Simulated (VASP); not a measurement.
# Os (Fm-3m) in VASP: further runs

Runs on Os. Level: r2SCAN. Tasks: single point.

All numbers are computed with VASP 6.6.1; they aren't measurements. Logs are shortened: lines on timing, memory, paths and dates and some standing lists are left out, and cuts for length are marked.

## (1) The cell of the first run

It takes space group Fm-3m (No. 225, cubic). Conventional cell: a = 3.833 Å, b = 3.833 Å, c = 3.833 Å, α = 90.00°, β = 90.00°, γ = 90.00°. Os (site symmetry m-3m) has 12 Os at 2.71 Å within 3.6 Å.

This isn't the form of Os at room conditions, which is hcp.

## (2) Single point, r2SCAN (14.08 Å³/atom)

POSCAR

```
Os
1.0
    0.0000000000      1.9166940996      1.9166940996
    1.9166940996      0.0000000000      1.9166940996
    1.9166940996      1.9166940996      0.0000000000
Os
1
Direct
    0.0000000000      0.0000000000      0.0000000000
```

INCAR.step1

```
  PREC = Accurate
  ENCUT = 620
  ISMEAR = -1
  SIGMA = 0.1
  LREAL = False
  LASPH = True
  NELM = 120
  NBANDS = 14
  GGA = PE
  ALGO = Normal
  EDIFF = 1E-5
  LWAVE = True
  LCHARG = False
  GGA_COMPAT = False
```

INCAR.step2

```
  PREC = Accurate
  ENCUT = 620
  EDIFF = 1E-6
  ISMEAR = -1
  SIGMA = 0.1
  LREAL = False
  LASPH = True
  NELM = 120
  ALGO = Normal
  ISIF = 2
  LWAVE = False
  LCHARG = False
  METAGGA = R2SCAN
  LMIXTAU = True
  NBANDS = 14
  ISTART = 1
  GGA_COMPAT = False
```

KPOINTS

```
regular mesh
0
Gamma
  16 16 16
```

Potentials or basis: VASP PAW PBE potentials, release 64 (Os_sv_GW).

The run is started by

```sh
$ cat potpaw_PBE.64/Os_sv_GW/POTCAR > POTCAR
$ cp INCAR.step1 INCAR
$ mpirun -np 1 vasp_std > vasp.out
$ cp INCAR.step2 INCAR
$ mpirun -np 1 vasp_std > vasp.out
```

OUTCAR:

```text
PREC = Accurate
   ENCUT = 620
   EDIFF = 1E-6
   ISMEAR = -1
   LREAL = False
   LASPH = True
   NELM = 120
   ISIF = 2
   METAGGA = R2SCAN
   ISTART = 1

 ion  position               nearest neighbor table
   1  0.000  0.000  0.000-

  LATTYP: Found a face centered cubic cell.
 ALAT       =     3.8333881992

  Lattice vectors:

 A1 = (   0.0000000000,   1.9166940996,   1.9166940996)
 A2 = (   1.9166940996,   0.0000000000,   1.9166940996)
 A3 = (   1.9166940996,   1.9166940996,   0.0000000000)

Analysis of symmetry for initial positions (statically):
=====================================================================
 Subroutine PRICEL returns:
 Original cell was already a primitive cell.

 Routine SETGRP: Setting up the symmetry group for a
 face centered cubic supercell.

 Subroutine GETGRP returns: Found 48 space group operations
 (whereof 48 operations were pure point group operations)
 out of a pool of 48 trial point group operations.

The static configuration has the point symmetry O_h .

Analysis of symmetry for dynamics (positions and initial velocities):
=====================================================================
 Subroutine PRICEL returns:
 Original cell was already a primitive cell.

 Routine SETGRP: Setting up the symmetry group for a
 face centered cubic supercell.

 Subroutine GETGRP returns: Found 48 space group operations
 (whereof 48 operations were pure point group operations)
 out of a pool of 48 trial point group operations.

The dynamic configuration has the point symmetry O_h .

 Subroutine INISYM returns: Found 48 space group operations
 (whereof 48 operations are pure point group operations),
 and found     1 'primitive' translations

----------------------------------------------------------------------------------------

                                     Primitive cell

  volume of cell :      14.0828

  direct lattice vectors                    reciprocal lattice vectors
     0.000000000  1.916694100  1.916694100    -0.260865831  0.260865831  0.260865831
     1.916694100  0.000000000  1.916694100     0.260865831 -0.260865831  0.260865831
     1.916694100  1.916694100  0.000000000     0.260865831  0.260865831 -0.260865831

  length of vectors
     2.710614791  2.710614791  2.710614791     0.451832874  0.451832874  0.451832874

  position of ions in fractional coordinates (direct lattice)
     0.000000000  0.000000000  0.000000000

  ion indices of the primitive-cell ions
   primitive index   ion index
                 1           1

----------------------------------------------------------------------------------------

 KPOINTS: regular mesh

Automatic generation of k-mesh.
 Grid dimensions read from file:
 generate k-points for:   16   16   16

 Generating k-lattice:

  Cartesian coordinates                     Fractional coordinates (reciprocal lattice)
    -0.016304114  0.016304114  0.016304114     0.062500000  0.000000000  0.000000000
     0.016304114 -0.016304114  0.016304114     0.000000000  0.062500000  0.000000000
     0.016304114  0.016304114 -0.016304114     0.000000000  0.000000000  0.062500000

  Length of vectors
     0.028239555  0.028239555  0.028239555

  Shift w.r.t. Gamma in fractional coordinates (k-lattice)
     0.000000000  0.000000000  0.000000000

 Subroutine IBZKPT returns following result:
 ===========================================

 Found    145 irreducible k-points:

 Following reciprocal coordinates:
            Coordinates               Weight
  0.000000  0.000000  0.000000      1.000000
  0.062500  0.000000  0.000000      8.000000
  0.125000  0.000000  0.000000      8.000000
  0.187500  0.000000  0.000000      8.000000
  0.250000  0.000000  0.000000      8.000000
  0.312500  0.000000  0.000000      8.000000
[... 16 lines left out ...]
 -0.125000  0.062500  0.000000     24.000000
 -0.062500  0.062500  0.000000     12.000000
 [... further k-points ...]
   k-points           NKPTS =    145   k-points in BZ     NKDIM =    145   number of bands    NBANDS=     14
   number of dos      NEDOS =    301   number of ions     NIONS =      1
   total plane-waves  NPLWV =  13824
   dimension x,y,z NGX =    24 NGY =   24 NGZ =   24
   dimension x,y,z NGXF=    48 NGYF=   48 NGZF=   48
   ions per type =               1
   NGX,Y,Z   is equivalent  to a cutoff of  14.72, 14.72, 14.72 a.u.
   NGXF,Y,Z  is equivalent  to a cutoff of  29.44, 29.44, 29.44 a.u.
 SYSTEM =  unknown system
   PREC   = accura    normal or accurate (medium, high low for compatibility)
   ISTART =      1    job   : 0-new  1-cont  2-samecut
   ICHARG =      0    charge: 1-file 2-atom 10-const
   ISPIN  =      1    spin polarized calculation?
   LNONCOLLINEAR =      F non collinear calculations
   LSORBIT =      F    spin-orbit coupling
   LASPH  =      T    aspherical Exc in radial PAW
   ENCUT  =  620.0 eV  45.57 Ry    6.75 a.u.   5.50  5.50  5.50*2*pi/ulx,y,z
   NELM   =    120;   NELMIN=  2; NELMDL=  0     # of ELM steps
   EDIFF  = 0.1E-05   stopping-criterion for ELM
   LREAL  =      F    real-space projection
   EDIFFG = 0.1E-04   stopping-criterion for IOM
   NSW    =      0    number of steps for IOM
   IBRION =     -1    ionic relax: 0-MD 1-quasi-New 2-CG
   NFREE  =      0    steps in history (QN), initial steepest desc. (CG)
   ISIF   =      2    stress and relaxation
   ISYM   =      2    0-nonsym 1-usesym 2-fastsym
   POTIM  = 0.5000    time-step for ionic-motion
   TEBEG  =    0.0;   TEEND  =   0.0 temperature during run
   PSTRESS=    0.0 pullay stress
   NELECT =      16.0000    total number of electrons
   NUPDOWN=      -1.0000    fix difference up-down
   EMIN   =  10.00;   EMAX   =-10.00  energy-range for DOS
   EFERMI =   0.00;   METHOD = LEGACY
   ISMEAR =    -1;   SIGMA  =   0.10  broadening in eV -4-tet -1-fermi 0-gaus
   EFERMI_NEDOS =   21; number of points for ismear=-14 and -15
   IALGO  =     38    algorithm
   IMIX   =      4    mixing-type and parameters
     AMIX     =   0.40;   BMIX     =  1.00
     AMIX_MAG =   1.60;   BMIX_MAG =  1.00
  volume/ion in A,a.u.               =      14.08        95.04
  Fermi-wavevector in a.u.,A,eV,Ry     =   1.708252  3.228129 39.703515  2.918126
  Thomas-Fermi vector in A             =   2.786955
   LORBIT       =      0    0 simple, 1 ext, 2 COOP (PROOUT), +10 PAW based schemes
   METAGGA = R2SCAN    functional components
   LHFCALC =     F    Hartree Fock is set to
   AEXX    =    0.0000 exact exchange contribution
   IVDW    =     0    specifies the selected vdW correction
   LEPSILON=     F    determine dielectric tensor
   LRPA    =     F    only Hartree local field effects (RPA)
 non-spin polarized calculation
  energy-cutoff  :      620.00
  volume of cell :       14.08
 maximum number of plane-waves:       531
 NGX is ok and might be reduce to    24
   NGX = 11   NGY = 11   NGZ = 11

 number of electron      16.0000000 magnetization

 Free energy of the ion-electron system (eV)
  ---------------------------------------------------
  ext. energy  EPLUGINS =         0.00000000
  ---------------------------------------------------
  free energy    TOTEN  =       -53.95168029 eV

  energy without entropy =      -53.92714007  energy(sigma->0) =      -53.93941018

 E-fermi :  13.3721     XC(G=0): -15.9695

 val. band max:       13.3705658792   @ k =  -0.4375   0.4375   0.0000
 cond. band min:      13.3812511163   @ k =   0.0000   0.0000   0.0000
 fundamental gap:      0.0106852371
 Fermi energy:        13.3720886245

 k-point     1 :       0.0000    0.0000    0.0000
  band No.  band energies     occupation
      1     -75.2775      2.00000
      2     -33.4561      2.00000
      3     -33.4561      2.00000
      4     -33.4561      2.00000
      5       2.0948      2.00000
      6      10.2660      2.00000
      7      10.2660      2.00000
      8      10.2660      2.00000
      9      13.3813      0.95422
     10      13.3813      0.95422
     11      27.2642      0.00000
     12      33.3462      0.00000
     13      33.3462      0.00000
     14      33.3462      0.00000

 k-point     2 :       0.0625    0.0000    0.0000
  band No.  band energies     occupation
      1     -75.2733      2.00000
      2     -33.5015      2.00000
      3     -33.4620      2.00000
      4     -33.4620      2.00000
      5       2.2867      2.00000
      6      10.1460      2.00000
      7      10.3516      2.00000
      8      10.3516      2.00000
      9      13.3171      1.26813
     10      13.3171      1.26813
     11      27.6199      0.00000
     12      32.5302      0.00000
     13      33.6825      0.00000
     14      33.6825      0.00000

 k-point     3 :       0.1250    0.0000    0.0000
  band No.  band energies     occupation
      1     -75.2611      2.00000
      2     -33.6297      2.00000
      3     -33.4789      2.00000
      4     -33.4789      2.00000
      5       2.8344      2.00000
      6       9.8521      2.00000
      7      10.5650      2.00000
      8      10.5650      2.00000
      9      13.1901      1.72109
     10      13.1901      1.72109
     11      28.5599      0.00000
     12      31.0000      0.00000
     13      34.6557      0.00000
     14      34.6557      0.00000

 k-point     4 :       0.1875    0.0000    0.0000
  band No.  band energies     occupation
      1     -75.2432      2.00000
      2     -33.8187      2.00000
      3     -33.5040      2.00000
      4     -33.5040      2.00000
      5       3.6405      2.00000
      6       9.5606      2.00000
      7      10.7571      2.00000
      8      10.7571      2.00000
      9      13.1966      1.70506
     10      13.1966      1.70506
     11      28.9546      0.00000
     12      30.3019      0.00000
     13      36.1710      0.00000
     14      36.1710      0.00000

 k-point     5 :       0.2500    0.0000    0.0000
  band No.  band energies     occupation
      1     -75.2220      2.00000
      2     -34.0375      2.00000
      3     -33.5335      2.00000
      4     -33.5335      2.00000
      5       4.4978      2.00000
      6       9.5370      2.00000
      7      10.7434      2.00000
      8      10.7434      2.00000
      9      13.5570      0.27197
     10      13.5570      0.27197
     11      27.6539      0.00000
[... 276 lines left out ...]
 k-point    22 :      -0.1875    0.0625    0.0000
  band No.  band energies     occupation
      1     -75.2333      2.00000
      2     -33.8991      2.00000
      3     -33.5564      2.00000
      4     -33.5017      2.00000
      5       4.0933      2.00000
      6       9.3588      2.00000
      7      10.7976      2.00000
      8      10.9107      2.00000
      9      12.7520      1.99595
     10      13.8049      0.02605
     11      28.8176      0.00000
     12      30.7370      0.00000
     13      35.5636      0.00000
     14      37.7123      0.00000

 k-point    23 :      -0.1250    0.0625    0.0000
  band No.  band energies     occupation
      1     -75.2523      2.00000
      2     -33.7056      2.00000
      3     -33.5216      2.00000
      4     -33.4781      2.00000
      5       3.2413      2.00000
      6       9.6087      2.00000
      7      10.7239      2.00000
      8      10.7381      2.00000
      9      12.7814      1.99457
     10      13.4923      0.46216
     11      29.2186      0.00000
     12      30.5355      0.00000
     13      34.3570      0.00000
     14      35.8777      0.00000

 k-point    24 :      -0.0625    0.0625    0.0000
  band No.  band energies     occupation
      1     -75.2663      2.00000
      2     -33.5649      2.00000
      3     -33.4885      2.00000
      4     -33.4641      2.00000
      5       2.5985      2.00000
      6       9.9355      2.00000
      7      10.4713      2.00000
      8      10.5288      2.00000
      9      13.0555      1.91908
     10      13.4011      0.85586
     11      28.1831      0.00000
     12      31.7938      0.00000
     13      33.6686      0.00000
     14      34.4959      0.00000

 [... further k-points ...]
[... 5 lines left out ...]
  --------------------------------------------------------------------------------------
  -------------------------------------------------------------------------------------
  Total       -0.0836394     -0.0836394     -0.0836394      0.0000000     -0.0000000      0.0000000
  in kB       -9.5155281     -9.5155281     -9.5155281      0.0000000     -0.0000000      0.0000000
  external PRESSURE =      -9.5155281 kB  Pullay stress =       0.0000000 kB

 VOLUME and BASIS-vectors are now :
 -----------------------------------------------------------------------------
  energy-cutoff  :      620.00
  volume of cell :       14.08
      direct lattice vectors                 reciprocal lattice vectors
     0.000000000  1.916694100  1.916694100    -0.260865831  0.260865831  0.260865831
     1.916694100  0.000000000  1.916694100     0.260865831 -0.260865831  0.260865831
     1.916694100  1.916694100  0.000000000     0.260865831  0.260865831 -0.260865831

 POSITION                                       TOTAL-FORCE (eV/Angst)
 -----------------------------------------------------------------------------------
      0.00000      0.00000      0.00000         0.000000      0.000000      0.000000
 -----------------------------------------------------------------------------------
    total drift:                                0.000000      0.000000     -0.000000

  FREE ENERGIE OF THE ION-ELECTRON SYSTEM (eV)
  ---------------------------------------------------
  free  energy   TOTEN  =       -53.9516802878 eV

  energy  without entropy=      -53.9271400736  energy(sigma->0) =      -53.93941018
```

Run time: 78 s. Hardware: 1 thread of Intel Xeon Platinum 8375C at 2.90GHz (Ice Lake), shared host; peak memory 0.18 GiB.

Results:

```
Free energy            : -53.9517 eV
Pressure               : -1.0 GPa
Band gap on the k mesh : zero (bands 8 and 9 overlap by 4.22 eV)
```

Caveat: the PAW data sets were made with another functional, which shifts forces and pressure a little; spin-orbit coupling is left out, which moves the levels of the heavy elements.

[end of part 1 of 2]

The gap in the log of VASP goes by the Fermi energy; the results here count the filled bands.